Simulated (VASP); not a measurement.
# CuI (R-3m) in VASP: further runs

Runs on CuI. Level: PBE. Tasks: single point, relaxation of cell and atoms.

Program: VASP 6.6.1. These are calculated values, not measurements. Logs are shortened: lines on timing, memory, paths and dates and some standing lists are left out, and cuts for length are marked.

## (1) The cell of the first run

Symmetry: R-3m, No. 166, trigonal system. The conventional cell has a = 4.469 Å, b = 4.469 Å, c = 20.417 Å, α = 90.00°, β = 90.00°, γ = 120.00°. Within 3.3 Å of Cu (site symmetry 3m) lie 4 I at 2.54 to 2.72 Å and 3 Cu at 3.11 Å. I (site symmetry -3m) has 2 Cu at 2.54 Å within 3.3 Å. I (site symmetry -3m) has 6 Cu at 2.72 Å within 3.6 Å.

## (2) Single point, PBE

The input, INCAR:

```
SYSTEM = CuI
ALGO     = Normal         ! electronic algorithm
EDIFF    = 1E-6           ! SCF threshold, eV
ENCUT    = 520            ! plane-wave cutoff, eV
GGA      = PE             ! functional
ISIF     = 2              ! what is computed and relaxed
ISMEAR   = 0              ! smearing method
LASPH    = .True.         ! aspherical terms in the spheres
LCHARG   = .False.        ! write CHGCAR
LREAL    = .False.        ! projectors in reciprocal space
LWAVE    = .False.        ! write WAVECAR
NBANDS   = 26             ! bands
NELM     = 60             ! most SCF steps
PREC     = Accurate       ! precision mode
SIGMA    = 0.1            ! smearing width, eV
```

The input, KPOINTS:

```
k-points
0
Gamma
  6 6 6
  0 0 0
```

The input, POSCAR:

```
CuI
1.0
    2.2342858500      1.2899655369      6.8055954092
   -2.2342858500      1.2899655369      6.8055954092
    0.0000000000     -2.5799310739      6.8055954092
Cu I
2 2
Direct
    0.1242824541      0.1242824541      0.1242824541
    0.8757175459      0.8757175459      0.8757175459
    0.0000000000      0.0000000000      0.0000000000
    0.5000000000      0.5000000000      0.5000000000
```

Potentials or basis: VASP PAW PBE potentials, release 64 (Cu, I).

The run is started by

```console
$ cat potpaw_PBE.64/Cu/POTCAR potpaw_PBE.64/I/POTCAR > POTCAR
$ mpirun -np 1 vasp_std > vasp.out
```

OUTCAR:

```text
SYSTEM = CuI
   EDIFF = 1E-6
   ENCUT = 520
   GGA = PE
   ISIF = 2
   ISMEAR = 0
   LASPH = .True.
   LREAL = .False.
   NELM = 60
   PREC = Accurate

 ion  position               nearest neighbor table
   1  0.124  0.124  0.124-   3 2.54   4 2.72   4 2.72   4 2.72
   2  0.876  0.876  0.876-   3 2.54   4 2.72   4 2.72   4 2.72
   3  0.000  0.000  0.000-   1 2.54   2 2.54
   4  0.500  0.500  0.500-   1 2.72   2 2.72   1 2.72   1 2.72   2 2.72   2 2.72

  LATTYP: Found a trigonal (rhomboedric) cell.
 ALAT       =     7.2781984872
 COS(alpha) =     0.8115224294

  Lattice vectors:

 A1 = (   2.2342858500,   1.2899655369,   6.8055954092)
 A2 = (  -2.2342858500,   1.2899655369,   6.8055954092)
 A3 = (   0.0000000000,  -2.5799310739,   6.8055954092)

Analysis of symmetry for initial positions (statically):
=====================================================================
 Subroutine PRICEL returns:
 Original cell was already a primitive cell.

 Routine SETGRP: Setting up the symmetry group for a
 trigonal (rhombohedral) supercell.

 Subroutine GETGRP returns: Found 12 space group operations
 (whereof 12 operations were pure point group operations)
 out of a pool of 12 trial point group operations.

The static configuration has the point symmetry D_3d.

Analysis of symmetry for dynamics (positions and initial velocities):
=====================================================================
 Subroutine PRICEL returns:
 Original cell was already a primitive cell.

 Routine SETGRP: Setting up the symmetry group for a
 trigonal (rhombohedral) supercell.

 Subroutine GETGRP returns: Found 12 space group operations
 (whereof 12 operations were pure point group operations)
 out of a pool of 12 trial point group operations.

The dynamic configuration has the point symmetry D_3d.

 Subroutine INISYM returns: Found 12 space group operations
 (whereof 12 operations are pure point group operations),
 and found     1 'primitive' translations

----------------------------------------------------------------------------------------

                                     Primitive cell

  volume of cell :     117.6886

  direct lattice vectors                    reciprocal lattice vectors
     2.234285850  1.289965537  6.805595409     0.223785153  0.129202418  0.048979305
    -2.234285850  1.289965537  6.805595409    -0.223785153  0.129202418  0.048979305
     0.000000000 -2.579931074  6.805595409     0.000000000 -0.258404836  0.048979305

  length of vectors
     7.278198487  7.278198487  7.278198487     0.263005764  0.263005764  0.263005764

  position of ions in fractional coordinates (direct lattice)
     0.124282454  0.124282454  0.124282454
     0.875717546  0.875717546  0.875717546
     0.000000000  0.000000000  0.000000000
     0.500000000  0.500000000  0.500000000

  ion indices of the primitive-cell ions
   primitive index   ion index
                 1           1
                 2           2
                 3           3
                 4           4

----------------------------------------------------------------------------------------

 KPOINTS: k-points

Automatic generation of k-mesh.
 Grid dimensions read from file:
 generate k-points for:    6    6    6

 Generating k-lattice:

  Cartesian coordinates                     Fractional coordinates (reciprocal lattice)
     0.037297525  0.021533736  0.008163218     0.166666667 -0.000000000  0.000000000
    -0.037297525  0.021533736  0.008163218    -0.000000000  0.166666667  0.000000000
     0.000000000 -0.043067473  0.008163218     0.000000000  0.000000000  0.166666667

  Length of vectors
     0.043834294  0.043834294  0.043834294

  Shift w.r.t. Gamma in fractional coordinates (k-lattice)
     0.000000000  0.000000000  0.000000000

 Subroutine IBZKPT returns following result:
 ===========================================

 Found     32 irreducible k-points:

 Following reciprocal coordinates:
            Coordinates               Weight
  0.000000  0.000000  0.000000      1.000000
  0.166667 -0.000000  0.000000      6.000000
  0.333333 -0.000000 -0.000000      6.000000
  0.500000 -0.000000 -0.000000      3.000000
  0.166667  0.166667  0.000000      6.000000
  0.333333  0.166667 -0.000000     12.000000
[... 16 lines left out ...]
  0.500000  0.500000  0.166667      6.000000
 -0.333333  0.500000  0.166667     12.000000
 [... further k-points ...]
   k-points           NKPTS =     32   k-points in BZ     NKDIM =     32   number of bands    NBANDS=     26
   number of dos      NEDOS =    301   number of ions     NIONS =      4
   total plane-waves  NPLWV = 157464
   dimension x,y,z NGX =    54 NGY =   54 NGZ =   54
   dimension x,y,z NGXF=   108 NGYF=  108 NGZF=  108
   ions per type =               2   2
   NGX,Y,Z   is equivalent  to a cutoff of  12.33, 12.33, 12.33 a.u.
   NGXF,Y,Z  is equivalent  to a cutoff of  24.67, 24.67, 24.67 a.u.
 SYSTEM =  CuI
   PREC   = accura    normal or accurate (medium, high low for compatibility)
   ISTART =      0    job   : 0-new  1-cont  2-samecut
   ICHARG =      2    charge: 1-file 2-atom 10-const
   ISPIN  =      1    spin polarized calculation?
   LNONCOLLINEAR =      F non collinear calculations
   LSORBIT =      F    spin-orbit coupling
   LASPH  =      T    aspherical Exc in radial PAW
   ENCUT  =  520.0 eV  38.22 Ry    6.18 a.u.  13.53 13.53 13.53*2*pi/ulx,y,z
   NELM   =     60;   NELMIN=  2; NELMDL= -5     # of ELM steps
   EDIFF  = 0.1E-05   stopping-criterion for ELM
   LREAL  =      F    real-space projection
   EDIFFG = 0.1E-04   stopping-criterion for IOM
   NSW    =      0    number of steps for IOM
   IBRION =     -1    ionic relax: 0-MD 1-quasi-New 2-CG
   NFREE  =      0    steps in history (QN), initial steepest desc. (CG)
   ISIF   =      2    stress and relaxation
   ISYM   =      2    0-nonsym 1-usesym 2-fastsym
   POTIM  = 0.5000    time-step for ionic-motion
   TEBEG  =    0.0;   TEEND  =   0.0 temperature during run
   PSTRESS=    0.0 pullay stress
   NELECT =      36.0000    total number of electrons
   NUPDOWN=      -1.0000    fix difference up-down
   EMIN   =  10.00;   EMAX   =-10.00  energy-range for DOS
   EFERMI =   0.00;   METHOD = LEGACY
   ISMEAR =     0;   SIGMA  =   0.10  broadening in eV -4-tet -1-fermi 0-gaus
   EFERMI_NEDOS =   21; number of points for ismear=-14 and -15
   IALGO  =     38    algorithm
   IMIX   =      4    mixing-type and parameters
     AMIX     =   0.40;   BMIX     =  1.00
     AMIX_MAG =   1.60;   BMIX_MAG =  1.00
  volume/ion in A,a.u.               =      29.42       198.55
  Fermi-wavevector in a.u.,A,eV,Ry     =   1.103056  2.084474 16.554653  1.216733
  Thomas-Fermi vector in A             =   2.239508
   LORBIT       =      0    0 simple, 1 ext, 2 COOP (PROOUT), +10 PAW based schemes
   GGA     = PE    functional components
   LHFCALC =     F    Hartree Fock is set to
   AEXX    =    0.0000 exact exchange contribution
   IVDW    =     0    specifies the selected vdW correction
   LEPSILON=     F    determine dielectric tensor
   LRPA    =     F    only Hartree local field effects (RPA)
 non-spin polarized calculation
 Gauss-broadening in eV      SIGMA  =   0.10
  energy-cutoff  :      520.00
  volume of cell :      117.69
 maximum number of plane-waves:      3187
   NGX = 27   NGY = 27   NGZ = 27

 number of electron      36.0000006 magnetization

 Free energy of the ion-electron system (eV)
  ---------------------------------------------------
  ext. energy  EPLUGINS =         0.00000000
  ---------------------------------------------------
  free energy    TOTEN  =       -10.13283647 eV

  energy without entropy =      -10.13110386  energy(sigma->0) =      -10.13197016

 E-fermi :   3.4994     XC(G=0):  -8.6704

 val. band max:        3.4648017549   @ k =   0.0000   0.0000   0.0000
 cond. band min:       3.5702829536   @ k =   0.1667   0.1667   0.1667
 fundamental gap:      0.1054811986
 Fermi energy:         3.4994294938

 k-point     1 :       0.0000    0.0000    0.0000
  band No.  band energies     occupation
      1     -10.7968      2.00000
      2      -8.4244      2.00000
      3      -1.5589      2.00000
      4      -1.2057      2.00000
      5      -1.2057      2.00000
      6      -0.1000      2.00000
[... 18 lines left out ...]
     25      11.0318      0.00000
     26      11.0345      0.00000

 k-point     2 :       0.1667   -0.0000    0.0000
  band No.  band energies     occupation
      1     -10.7086      2.00000
      2      -8.3924      2.00000
      3      -1.6892      2.00000
      4      -1.3854      2.00000
      5      -1.2183      2.00000
      6      -0.0995      2.00000
[... 18 lines left out ...]
     25      10.5635      0.00000
     26      10.9413      0.00000

 k-point     3 :       0.3333   -0.0000   -0.0000
  band No.  band energies     occupation
      1     -10.5179      2.00000
      2      -8.3305      2.00000
      3      -2.5010      2.00000
      4      -1.2446      2.00000
      5      -0.9421      2.00000
      6      -0.1375      2.00000
[... 18 lines left out ...]
     25      10.7393      0.00000
     26      10.8668      0.00000

 k-point     4 :       0.5000   -0.0000   -0.0000
  band No.  band energies     occupation
      1     -10.4140      2.00000
      2      -8.3012      2.00000
      3      -2.8594      2.00000
      4      -1.2584      2.00000
      5      -0.5524      2.00000
      6      -0.2809      2.00000
[... 18 lines left out ...]
     25      10.8883      0.00000
     26      11.2359      0.00000
[... 496 lines left out ...]
      1     -10.4181      2.00000
      2      -8.2886      2.00000
      3      -2.7419      2.00000
      4      -1.6870      2.00000
      5      -0.5381      2.00000
      6      -0.1863      2.00000
[... 18 lines left out ...]
     25      10.9356      0.00000
     26      12.0127      0.00000

 k-point    23 :       0.5000    0.5000    0.1667
  band No.  band energies     occupation
      1     -10.5128      2.00000
      2      -8.3355      2.00000
      3      -2.7118      2.00000
      4      -1.2476      2.00000
      5      -0.6495      2.00000
      6      -0.2313      2.00000
[... 18 lines left out ...]
     25      10.4372      0.00000
     26      11.8611      0.00000

 k-point    24 :      -0.3333    0.5000    0.1667
  band No.  band energies     occupation
      1     -10.4155      2.00000
      2      -8.2905      2.00000
      3      -2.8502      2.00000
      4      -1.6234      2.00000
      5      -0.5013      2.00000
      6      -0.2149      2.00000
[... 18 lines left out ...]
     25      11.1624      0.00000
     26      12.1306      0.00000

 [... further k-points ...]
[... 5 lines left out ...]
  --------------------------------------------------------------------------------------
  -------------------------------------------------------------------------------------
  Total        0.1072427      0.1072427      0.0702649      0.0000000     -0.0000000      0.0000000
  in kB        1.4599704      1.4599704      0.9565663      0.0000000     -0.0000000      0.0000000
  external PRESSURE =       1.2921690 kB  Pullay stress =       0.0000000 kB

 VOLUME and BASIS-vectors are now :
 -----------------------------------------------------------------------------
  energy-cutoff  :      520.00
  volume of cell :      117.69
      direct lattice vectors                 reciprocal lattice vectors
     2.234285850  1.289965537  6.805595409     0.223785153  0.129202418  0.048979305
    -2.234285850  1.289965537  6.805595409    -0.223785153  0.129202418  0.048979305
     0.000000000 -2.579931074  6.805595409     0.000000000 -0.258404836  0.048979305

 POSITION                                       TOTAL-FORCE (eV/Angst)
 -----------------------------------------------------------------------------------
      0.00000     -0.00000      2.53745        -0.000000      0.000000     -0.021005
      0.00000     -0.00000     17.87934        -0.000000     -0.000000      0.021005
      0.00000      0.00000      0.00000         0.000000      0.000000     -0.000000
      0.00000     -0.00000     10.20839        -0.000000     -0.000000      0.000000
 -----------------------------------------------------------------------------------
    total drift:                                0.000000     -0.000000      0.000000

  FREE ENERGIE OF THE ION-ELECTRON SYSTEM (eV)
  ---------------------------------------------------
  free  energy   TOTEN  =       -10.1328364717 eV

  energy  without entropy=      -10.1311038582  energy(sigma->0) =      -10.13197016
```

Run time: 2.3 min. Hardware: 1 thread of Intel Xeon 6975P-C (Granite Rapids), shared host; peak memory 0.4 GiB.

What came out:

```
Free energy            : -10.1328 eV
Pressure               : 0.1 GPa
Largest force          : 0.021 eV/Å
Band gap on the k mesh : zero (filled and empty bands touch)
```

Forces in eV/Å, atoms in the order of the input:
```
Cu   0.000  0.000 -0.021
Cu   0.000  0.000  0.021
I    0.000  0.000  0.000
I    0.000  0.000  0.000
```

Levels at points of the mesh, in eV from the Fermi level:
```
           k point  band 16  band 17  band 18  band 19  band 20  band 21
(0.00, 0.00, 0.00)    -0.51    -0.19    -0.03    -0.03     3.15     3.15
(0.50, 0.00, 0.00)    -1.43    -1.40    -0.60     1.48     4.60     5.03
(0.50, 0.50, 0.00)    -1.19    -0.61    -0.28     0.51     2.65     5.22
(0.50, 0.50, 0.50)    -0.66    -0.53    -0.53     0.46     3.70     3.70
```

Caveat: spin-orbit coupling is left out, which moves the levels of the heavy elements; semilocal functionals often make such compounds metallic where correlation or magnetic order opens a gap, which also shifts bond lengths.

## (3) Relaxation of cell and atoms, PBE

This run uses another cell than the first one, of 25.52 Å³/atom, 0.867 times its volume.

The input, INCAR:

```
PREC     = Accurate       # precision mode
ENCUT    = 600            # plane-wave cutoff, eV
EDIFF    = 1E-7           # SCF threshold, eV
ISMEAR   = 0              # smearing method
SIGMA    = 0.1            # smearing width, eV
LREAL    = False          # projectors in reciprocal space
LASPH    = True           # aspherical terms in the spheres
NELM     = 60             # most SCF steps
ALGO     = Normal         # electronic algorithm
ISIF     = 3              # what is computed and relaxed
LWAVE    = False          # write WAVECAR
LCHARG   = False          # write CHGCAR
GGA      = PE             # functional
IBRION   = 2              # ionic algorithm
NSW      = 100            # ionic steps
EDIFFG   = -0.05          # ionic threshold
```

The input, KPOINTS:

```
Automatic mesh
0
Gamma
  6 6 6
```

The input, POSCAR:

```
CuI
1.0
    2.0775000000      1.1994451842      6.8266666667
   -2.0775000000      1.1994451842      6.8266666667
    0.0000000000     -2.3988903685      6.8266666667
Cu I
2 2
Direct
    0.1293000000      0.1293000000      0.1293000000
    0.8707000000      0.8707000000      0.8707000000
    0.0000000000      0.0000000000      0.0000000000
    0.5000000000      0.5000000000      0.5000000000
```

Potentials or basis: VASP PAW PBE potentials, release 64 (Cu, I).

The run is started by

```console
$ cat potpaw_PBE.64/Cu/POTCAR potpaw_PBE.64/I/POTCAR > POTCAR
$ mpirun -np 1 vasp_std > vasp.out
```

It took 8.3 min on 1 thread of Intel Xeon 6975P-C (Granite Rapids), shared host; peak memory 0.57 GiB.

The run converged. Its results:

```yaml
Free_energy: -10.1288 eV
Relaxed_volume: 29.45 Å³/atom
Relaxed_cell: a = 7.199 Å, b = 7.199 Å, c = 7.199 Å, α = 36.44°, β = 36.44°, γ = 36.44°
Space_group_after_relaxing_to_0.05_Å: R-3m (No. 166)
Energy_gained_by_relaxing: 132.1 meV/atom
Ionic_steps: 4
Pressure_after_relaxing: 0.0 GPa
Largest_force_after_relaxing: 0.028 eV/Å
Band_gap_on_the_k_mesh: zero (filled and empty bands touch)
```

Forces in eV/Å, atoms in the order of the input:
```
Cu   0.000  0.000 -0.028
Cu   0.000  0.000  0.028
I    0.000  0.000  0.000
I    0.000  0.000  0.000
```

Stress tensor (GPa, compression positive):
```
-0.10  0.00  0.00
 0.00 -0.10  0.00
 0.00  0.00  0.18
```

Step by step:
```tsv
step	energy change (eV)	largest force (eV/Å)	pressure (GPa)	volume (Å³)
1	0.0000	1.0406	6.95	102.07
2	-0.5181	0.2203	-0.54	119.04
3	-0.5183	0.2044	-0.69	119.58
4	-0.5286	0.0280	-0.01	117.81
```

Final structure:
```yaml
crystal:
  lattice:
    - [2.25080, 1.29950, 6.71313]
    - [-2.25080, 1.29950, 6.71313]
    - [0.00000, -2.59899, 6.71313]
  atoms:
    - { symbol: Cu, position: [0.12623, 0.12623, 0.12623] }
    - { symbol: Cu, position: [0.87377, 0.87377, 0.87377] }
    - { symbol: I, position: [0.00000, 0.00000, 0.00000] }
    - { symbol: I, position: [0.50000, 0.50000, 0.50000] }
```

Levels at points of the mesh, in eV from the Fermi level:
| k point | band 14 | band 15 | band 16 | band 17 | band 18 | band 19 | band 20 | band 21 | band 22 |
| --- | --- | --- | --- | --- | --- | --- | --- | --- | --- |
| (0.00, 0.00, 0.00) | -0.83 | -0.83 | -0.59 | -0.17 | -0.04 | -0.04 | 3.07 | 3.07 | 4.56 |
| (0.50, 0.00, 0.00) | -1.83 | -1.48 | -1.40 | -1.37 | -0.58 | 1.48 | 4.66 | 5.25 | 5.50 |
| (0.50, 0.50, 0.00) | -1.88 | -1.75 | -1.16 | -0.56 | -0.27 | 0.54 | 2.73 | 5.33 | 5.48 |
| (0.50, 0.50, 0.50) | -1.38 | -0.64 | -0.64 | -0.55 | -0.55 | 0.48 | 3.63 | 3.63 | 4.11 |

Caveat: the volume moved by over 15 % at a fixed basis, so the end points are rough; spin-orbit coupling is left out, which moves the levels of the heavy elements; the volume moved by +15 % from the deposited cell, more than functionals usually miss; semilocal functionals often make such compounds metallic where correlation or magnetic order opens a gap, which also shifts bond lengths; the relaxation stopped at a loose force limit of 0.05 eV/Å, so its end isn't a converged minimum.
